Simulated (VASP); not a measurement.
# SrO (Fm-3m) in VASP: phonons with r2SCAN

Aim: the phonons of SrO with r2SCAN.

Program: VASP 6.6.1. These are calculated values, not measurements. Logs are shortened: lines on timing, memory, paths and dates and some standing lists are left out, and cuts for length are marked.

### Step 1. The cell of the first run

It takes space group Fm-3m (No. 225, cubic). The conventional cell has a = 5.161 Å, b = 5.161 Å, c = 5.161 Å, α = 90.00°, β = 90.00°, γ = 90.00°. Sr (site symmetry m-3m) has 6 O at 2.58 Å within 3.4 Å. O (site symmetry m-3m) has 6 Sr at 2.58 Å within 3.4 Å.

### Step 2. Phonons, r2SCAN

INCAR reads:

```
SYSTEM = SrO
PREC = Accurate ; ENCUT = 520
EDIFF = 1E-8 ; ISMEAR = 0
SIGMA = 0.01 ; LREAL = .False.
LASPH = .True. ; NELM = 80
ALGO = Normal ; ISIF = 2
LWAVE = .False. ; LCHARG = .False.
METAGGA = R2SCAN ; LMIXTAU = .True.
NBANDS = 15 ; IBRION = 6
NFREE = 2 ; POTIM = 0.015
NSW = 1
```

KPOINTS reads:

```
regular mesh
0
Gamma
  8 8 8
  0 0 0
```

POSCAR reads:

```
SrO
1.0
    0.0000000000      2.5803147586      2.5803147586
    2.5803147586      0.0000000000      2.5803147586
    2.5803147586      2.5803147586      0.0000000000
Sr O
1 1
Direct
    0.5000000000      0.5000000000      0.5000000000
    0.0000000000      0.0000000000      0.0000000000
```

Potentials or basis: VASP PAW PBE potentials, release 64 (Sr_sv, O).

Launch:

```sh
> cat potpaw_PBE.64/Sr_sv/POTCAR potpaw_PBE.64/O/POTCAR > POTCAR
> mpirun -np 1 vasp_std > vasp.out
```

OUTCAR:

```text
SYSTEM = SrO
   PREC = Accurate
   ENCUT = 520
   EDIFF = 1E-8
   ISMEAR = 0
   LREAL = .False.
   LASPH = .True.
   NELM = 80
   ISIF = 2
   METAGGA = R2SCAN
   IBRION = 6
   NFREE = 2
   POTIM = 0.015
   NSW = 1

 ion  position               nearest neighbor table
   1  0.500  0.500  0.500-   2 2.58   2 2.58   2 2.58   2 2.58   2 2.58   2 2.58
   2  0.000  0.000  0.000-   1 2.58   1 2.58   1 2.58   1 2.58   1 2.58   1 2.58

  LATTYP: Found a face centered cubic cell.
 ALAT       =     5.1606295172

  Lattice vectors:

 A1 = (   0.0000000000,   2.5803147586,   2.5803147586)
 A2 = (   2.5803147586,   0.0000000000,   2.5803147586)
 A3 = (   2.5803147586,   2.5803147586,   0.0000000000)

Analysis of symmetry for initial positions (statically):
=====================================================================
 Subroutine PRICEL returns:
 Original cell was already a primitive cell.

 Routine SETGRP: Setting up the symmetry group for a
 face centered cubic supercell.

 Subroutine GETGRP returns: Found 48 space group operations
 (whereof 48 operations were pure point group operations)
 out of a pool of 48 trial point group operations.

The static configuration has the point symmetry O_h .

Analysis of symmetry for dynamics (positions and initial velocities):
=====================================================================
 Subroutine PRICEL returns:
 Original cell was already a primitive cell.

 Routine SETGRP: Setting up the symmetry group for a
 face centered cubic supercell.

 Subroutine GETGRP returns: Found 48 space group operations
 (whereof 48 operations were pure point group operations)
 out of a pool of 48 trial point group operations.

The dynamic configuration has the point symmetry O_h .

 Subroutine INISYM returns: Found 48 space group operations
 (whereof 48 operations are pure point group operations),
 and found     1 'primitive' translations

----------------------------------------------------------------------------------------

                                     Primitive cell

  volume of cell :      34.3596

  direct lattice vectors                    reciprocal lattice vectors
[... 146 lines left out ...]
  external PRESSURE =       4.8090279 kB  Pullay stress =       0.0000000 kB
[... 131 lines left out ...]
--------------------------------------- Ionic step        5  -------------------------------------------

 number of electron      15.9999998 magnetization

 Free energy of the ion-electron system (eV)
  ---------------------------------------------------
  ext. energy  EPLUGINS =         0.00000000
  ---------------------------------------------------
  free energy    TOTEN  =       -27.05552522 eV

  energy without entropy =      -27.05552522  energy(sigma->0) =      -27.05552522

 E-fermi :   1.3541     XC(G=0): -10.5302

 val. band max:        1.2911471600   @ k =   0.0000   0.0000   0.0000
 cond. band min:       5.0396221863   @ k =   0.0000   0.5000   0.5000
 fundamental gap:      3.7484750263
 Fermi energy:         1.3541229454

 k-point     1 :       0.0000    0.0000    0.0000
  band No.  band energies     occupation
      1     -32.2193      2.00000
      2     -14.7236      2.00000
      3     -13.2536      2.00000
      4     -13.2536      2.00000
      5     -13.2531      2.00000
      6       1.2910      2.00000
      7       1.2910      2.00000
      8       1.2911      2.00000
      9       5.8700      0.00000
     10       8.0445      0.00000
     11       8.0454      0.00000
     12       8.0454      0.00000
     13      10.3410      0.00000
     14      10.3424      0.00000
[... 401 lines left out ...]
      2     -15.7539      2.00000
      3     -13.6187      2.00000
      4     -13.4734      2.00000
      5     -12.5755      2.00000
      6      -0.2339      2.00000
      7       0.4447      2.00000
      8       0.5200      2.00000
      9       8.1655      0.00000
     10       8.5390      0.00000
     11      11.2156      0.00000
     12      11.3565      0.00000
     13      13.5467      0.00000
     14      14.8587      0.00000
     15      15.5489      0.00000

 [... further k-points ...]
[... 5 lines left out ...]
  --------------------------------------------------------------------------------------
  -------------------------------------------------------------------------------------
  Total        0.1082127      0.1025797      0.1025797      0.0000000      0.0000000     -0.0000000
  in kB        5.0459226      4.7832601      4.7832601      0.0000000      0.0000000     -0.0000000
  external PRESSURE =       4.8708143 kB  Pullay stress =       0.0000000 kB
[... 17 lines left out ...]
  FREE ENERGIE OF THE ION-ELECTRON SYSTEM (eV)
  ---------------------------------------------------
  free  energy   TOTEN  =       -27.0555252209 eV

  energy  without entropy=      -27.0555252209  energy(sigma->0) =      -27.05552522

 INTERNAL STRAIN TENSORS FROM DISPLACED ATOMS
 ============================================

 INTERNAL STRAIN TENSOR FOR ION    1 for displacements in x,y,z  (eV/Angst):
          X           Y           Z          XY          YZ          ZX
  --------------------------------------------------------------------------------
  x     0.00000     0.00000     0.00000     0.00000     0.00000     0.00000
  y     0.00000     0.00000     0.00000     0.00000     0.00000     0.00000
  z     0.00000     0.00000     0.00000     0.00000     0.00000     0.00000

 INTERNAL STRAIN TENSOR FOR ION    2 for displacements in x,y,z  (eV/Angst):
          X           Y           Z          XY          YZ          ZX
  --------------------------------------------------------------------------------
  x     0.00000     0.00000     0.00000     0.00000     0.00000     0.00000
  y     0.00000     0.00000     0.00000     0.00000     0.00000     0.00000
  z     0.00000     0.00000     0.00000     0.00000     0.00000     0.00000

 Eigenvectors and eigenvalues of the dynamical matrix
 ----------------------------------------------------

   1 f  =    6.608763 THz    41.524079 2PiTHz  220.444589 cm-1    27.331633 meV
             X         Y         Z           dx          dy          dz
      2.580315  2.580315  2.580315     0.000000    0.392687    0.000000
      0.000000  0.000000  0.000000     0.000000   -0.919672    0.000000
[... 21 lines left out ...]
   6 f/i=    0.001894 THz     0.011900 2PiTHz    0.063173 cm-1     0.007832 meV
             X         Y         Z           dx          dy          dz
      2.580315  2.580315  2.580315     0.000000    0.000000    0.919672
      0.000000  0.000000  0.000000     0.000000    0.000000    0.392687

 ELASTIC MODULI CONTR FROM IONIC RELAXATION (kBar)
 Direction    XX          YY          ZZ          XY          YZ          ZX
 --------------------------------------------------------------------------------
 XX           0.0000      0.0000      0.0000      0.0000      0.0000      0.0000
 YY           0.0000      0.0000      0.0000      0.0000      0.0000      0.0000
 ZZ           0.0000      0.0000      0.0000      0.0000      0.0000      0.0000
 XY           0.0000      0.0000      0.0000      0.0000      0.0000      0.0000
 YZ           0.0000      0.0000      0.0000      0.0000      0.0000      0.0000
 ZX           0.0000      0.0000      0.0000      0.0000      0.0000      0.0000
 --------------------------------------------------------------------------------
```

Run time: 8.3 min. Hardware: 1 thread of Intel Xeon Platinum 8259CL at 2.50GHz (Skylake/Cascade Lake), shared host; peak memory 0.21 GiB.

What came out:

```
Highest phonon frequency at Γ, LO-TO splitting left out : 220 cm⁻¹
```

Phonon frequencies in cm⁻¹ (negative: imaginary):
```tsv
q point	frequencies
(0.000, 0.000, 0.000)	0 0 0 220 220 220
```

Caveat: the PAW data sets were made with another functional, which shifts forces and pressure a little.
